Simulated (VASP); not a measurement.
# Zr3AlN4 (P-43m) in VASP: further runs, part 2 of 2

VASP 6.6.1. Earlier steps stand in the parts before.

**3. Relaxation of cell and atoms, PBE**

INCAR

```
ALGO = Normal
EDIFF = 1E-6
EDIFFG = -0.01
ENCUT = 600
GGA = PE
IBRION = 2
ISIF = 3
ISMEAR = 0
LASPH = True
LCHARG = False
LREAL = False
LWAVE = False
NELM = 80
NSW = 100
PREC = Accurate
SIGMA = 0.1
```

KPOINTS

```
k-points
0
Gamma
  8 8 8
```

POSCAR

```
Zr3AlN4
1.0
    4.8444523774      0.0000000000      0.0000000000
    0.0000000000      4.8444523774      0.0000000000
    0.0000000000      0.0000000000      4.8444523774
Zr Al N
3 1 4
Direct
    0.0000000000      0.5000000000      0.5000000000
    0.5000000000      0.0000000000      0.5000000000
    0.5000000000      0.5000000000      0.0000000000
    0.0000000000      0.0000000000      0.0000000000
    0.2325860699      0.2325860699      0.7674139301
    0.2325860699      0.7674139301      0.2325860699
    0.7674139301      0.2325860699      0.2325860699
    0.7674139301      0.7674139301      0.7674139301
```

Potentials or basis: VASP PAW PBE potentials, release 64 (Zr_sv, Al, N).

Command:

```console
> cat potpaw_PBE.64/Zr_sv/POTCAR potpaw_PBE.64/Al/POTCAR potpaw_PBE.64/N/POTCAR > POTCAR
> mpirun -np 1 vasp_std > vasp.out
```

OUTCAR:

```text
EDIFF = 1E-6
   EDIFFG = -0.01
   ENCUT = 600
   GGA = PE
   IBRION = 2
   ISIF = 3
   ISMEAR = 0
   LASPH = True
   LREAL = False
   NELM = 80
   NSW = 100
   PREC = Accurate

 ion  position               nearest neighbor table
   1  0.000  0.500  0.500-   5 2.15   6 2.15   7 2.15   8 2.15   3 3.43   4 3.43   2 3.43   3 3.43
                             4 3.43   2 3.43   4 3.43   4 3.43   2 3.43   3 3.43   3 3.43   2 3.43
   2  0.500  0.000  0.500-   5 2.15   6 2.15   7 2.15   8 2.15   3 3.43   4 3.43   1 3.43   3 3.43
                             4 3.43   1 3.43   3 3.43   3 3.43   1 3.43   4 3.43   4 3.43   1 3.43
   3  0.500  0.500  0.000-   5 2.15   6 2.15   7 2.15   8 2.15   2 3.43   4 3.43   1 3.43   1 3.43
                             2 3.43   2 3.43   4 3.43   2 3.43   1 3.43   4 3.43   1 3.43   4 3.43
   4  0.000  0.000  0.000-   5 1.95   6 1.95   7 1.95   8 1.95   2 3.43   3 3.43   1 3.43   1 3.43
                             2 3.43   1 3.43   3 3.43   1 3.43   2 3.43   3 3.43   2 3.43   3 3.43
   5  0.233  0.233  0.767-   4 1.95   2 2.15   3 2.15   1 2.15
   6  0.233  0.767  0.233-   4 1.95   2 2.15   3 2.15   1 2.15
   7  0.767  0.233  0.233-   4 1.95   2 2.15   3 2.15   1 2.15
   8  0.767  0.767  0.767-   4 1.95   2 2.15   3 2.15   1 2.15

  LATTYP: Found a simple cubic cell.
 ALAT       =     4.8444523774

  Lattice vectors:

 A1 = (   4.8444523774,   0.0000000000,   0.0000000000)
 A2 = (   0.0000000000,   4.8444523774,   0.0000000000)
 A3 = (   0.0000000000,   0.0000000000,   4.8444523774)

Analysis of symmetry for initial positions (statically):
=====================================================================
 Subroutine PRICEL returns:
 Original cell was already a primitive cell.

 Routine SETGRP: Setting up the symmetry group for a
 simple cubic supercell.

 Subroutine GETGRP returns: Found 24 space group operations
 (whereof 24 operations were pure point group operations)
 out of a pool of 48 trial point group operations.

The static configuration has the point symmetry T_d .

Analysis of symmetry for dynamics (positions and initial velocities):
=====================================================================
 Subroutine PRICEL returns:
[... 147 lines left out ...]
   LHFCALC =     F    Hartree Fock is set to
   AEXX    =    0.0000 exact exchange contribution
   IVDW    =     0    specifies the selected vdW correction
   LEPSILON=     F    determine dielectric tensor
   LRPA    =     F    only Hartree local field effects (RPA)
 conjugate gradient relaxation of ions
 non-spin polarized calculation
 Gauss-broadening in eV      SIGMA  =   0.10
  energy-cutoff  :      600.00
  volume of cell :      113.69
 maximum number of plane-waves:      3840
 NGX is ok and might be reduce to    40
   NGX = 19   NGY = 19   NGZ = 19

--------------------------------------- Ionic step        1  -------------------------------------------

 number of electron      59.0000006 magnetization

 Free energy of the ion-electron system (eV)
  ---------------------------------------------------
  ext. energy  EPLUGINS =         0.00000000
  ---------------------------------------------------
  free energy    TOTEN  =       -72.42528929 eV

  energy without entropy =      -72.40559543  energy(sigma->0) =      -72.41544236

------------------------ aborting loop because EDIFF is reached ----------------------------------------

  FORCE on cell =-STRESS in cart. coord.  units (eV):
  Direction    XX          YY          ZZ          XY          YZ          ZX
  --------------------------------------------------------------------------------------
  -------------------------------------------------------------------------------------
  Total        0.1353326      0.1353326      0.1353326      0.0000000      0.0000000     -0.0000000
  in kB        1.9071237      1.9071237      1.9071237      0.0000000      0.0000000     -0.0000000
  external PRESSURE =       1.9071237 kB  Pullay stress =       0.0000000 kB
[... 71 lines left out ...]
--------------------------------------- Ionic step        3  -------------------------------------------

 number of electron      59.0000006 magnetization

 Free energy of the ion-electron system (eV)
  ---------------------------------------------------
  ext. energy  EPLUGINS =         0.00000000
  ---------------------------------------------------
  free energy    TOTEN  =       -72.42536000 eV

  energy without entropy =      -72.40563824  energy(sigma->0) =      -72.41549912

 E-fermi :   8.6385     XC(G=0): -10.9982

 val. band max:        8.6368607346   @ k =   0.2500   0.1250   0.0000
 cond. band min:       8.6569191518   @ k =   0.3750   0.1250   0.1250
 fundamental gap:      0.0200584172
 Fermi energy:         8.6384558585

 k-point     1 :       0.0000    0.0000    0.0000
  band No.  band energies     occupation
      1     -40.7890      2.00000
      2     -40.7146      2.00000
      3     -40.7146      2.00000
      4     -19.2149      2.00000
      5     -19.2149      2.00000
      6     -19.2149      2.00000
[... 901 lines left out ...]
     34      10.7118      0.00000
     35      10.8883      0.00000

 [... further k-points ...]
[... 5 lines left out ...]
  --------------------------------------------------------------------------------------
  -------------------------------------------------------------------------------------
  Total       -0.0019059     -0.0019059     -0.0019059     -0.0000000      0.0000000      0.0000000
  in kB       -0.0268295     -0.0268295     -0.0268295     -0.0000000      0.0000000      0.0000000
  external PRESSURE =      -0.0268295 kB  Pullay stress =       0.0000000 kB
[... 23 lines left out ...]
  FREE ENERGIE OF THE ION-ELECTRON SYSTEM (eV)
  ---------------------------------------------------
  free  energy   TOTEN  =       -72.4253600025 eV

  energy  without entropy=      -72.4056382385  energy(sigma->0) =      -72.41549912

 reached required accuracy - stopping structural energy minimisation
```

OSZICAR:

```text
N       E                     dE             d eps       ncg     rms          rms(c)
DAV:   1     0.595767314009E+03    0.59577E+03   -0.33343E+04  2458   0.181E+03
DAV:   2    -0.294104174225E+02   -0.62518E+03   -0.61399E+03  3045   0.484E+02
DAV:   3    -0.835382212868E+02   -0.54128E+02   -0.53583E+02  3505   0.128E+02
[... 27 lines left out ...]
DAV:   4    -0.724253414825E+02   -0.15761E-04   -0.11842E-04  3506   0.394E-02    0.186E-02
DAV:   5    -0.724253515323E+02   -0.10050E-04   -0.97889E-06  3384   0.133E-02    0.124E-02
DAV:   6    -0.724253584139E+02   -0.68816E-05   -0.61056E-06  2824   0.975E-03    0.296E-03
DAV:   7    -0.724253596362E+02   -0.12222E-05   -0.17914E-06  1702   0.655E-03    0.107E-03
DAV:   8    -0.724253600025E+02   -0.36628E-06   -0.54036E-07  1402   0.423E-03
   3 F= -.72425360E+02 E0= -.72415499E+02  d E =-.707163E-04
```

CONTCAR:

```text
Zr3AlN4
   1.00000000000000
     4.8461524477173468   -0.0000000000000000   -0.0000000000000000
     0.0000000000000000    4.8461524477173468    0.0000000000000000
    -0.0000000000000000    0.0000000000000000    4.8461524477173468
  Zr              Al              N
     3     1     4
Direct
     0.0000000000000000    0.5000000000000000    0.5000000000000000
     0.5000000000000000    0.0000000000000000    0.5000000000000000
     0.5000000000000000    0.5000000000000000    0.0000000000000000
     0.0000000000000000    0.0000000000000000    1.0000000000000000
     0.2325884781369733    0.2325884781369733    0.7674115218630267
     0.2325884781369733    0.7674115218630267    0.2325884781369733
     0.7674115218630267    0.2325884781369733    0.2325884781369733
     0.7674115218630267    0.7674115218630267    0.7674115218630267

  0.00000000E+00  0.00000000E+00  0.00000000E+00
  0.00000000E+00  0.00000000E+00  0.00000000E+00
  0.00000000E+00  0.00000000E+00  0.00000000E+00
  0.00000000E+00  0.00000000E+00  0.00000000E+00
  0.00000000E+00  0.00000000E+00  0.00000000E+00
  0.00000000E+00  0.00000000E+00  0.00000000E+00
  0.00000000E+00  0.00000000E+00  0.00000000E+00
  0.00000000E+00  0.00000000E+00  0.00000000E+00
```

It took 3.3 min on 1 thread of Intel Xeon 6975P-C (Granite Rapids), shared host; peak memory 0.34 GiB.

What came out:

* Free energy: -72.4254 eV
* Relaxed volume: 14.23 Å³/atom
* Relaxed cell: a = 4.846 Å, b = 4.846 Å, c = 4.846 Å, α = 90.00°, β = 90.00°, γ = 90.00°
* Space group after relaxing (to 0.1 Å): P-43m (No. 215)
* Energy gained by relaxing: 0.0 meV/atom
* Ionic steps: 3
* Pressure after relaxing: 0.0 GPa
* Largest force after relaxing: 0.004 eV/Å
* Band gap on the k mesh: zero (an odd number of electrons rules out a gap without spin polarisation)

Forces in eV/Å, atoms in the order of the input:
```
Zr   0.000  0.000  0.000
Zr   0.000  0.000  0.000
Zr   0.000  0.000  0.000
Al   0.000  0.000  0.000
N    0.002  0.002 -0.002
N    0.002 -0.002  0.002
N   -0.002  0.002  0.002
N   -0.002 -0.002 -0.002
```

Final structure:
```
CELL_PARAMETERS angstrom
4.84615 0.00000 0.00000
0.00000 4.84615 0.00000
0.00000 0.00000 4.84615
ATOMIC_POSITIONS crystal
Zr 0.00000 0.50000 0.50000
Zr 0.50000 0.00000 0.50000
Zr 0.50000 0.50000 0.00000
Al 0.00000 0.00000 0.00000
N 0.23259 0.23259 0.76741
N 0.23259 0.76741 0.23259
N 0.76741 0.23259 0.23259
N 0.76741 0.76741 0.76741
```
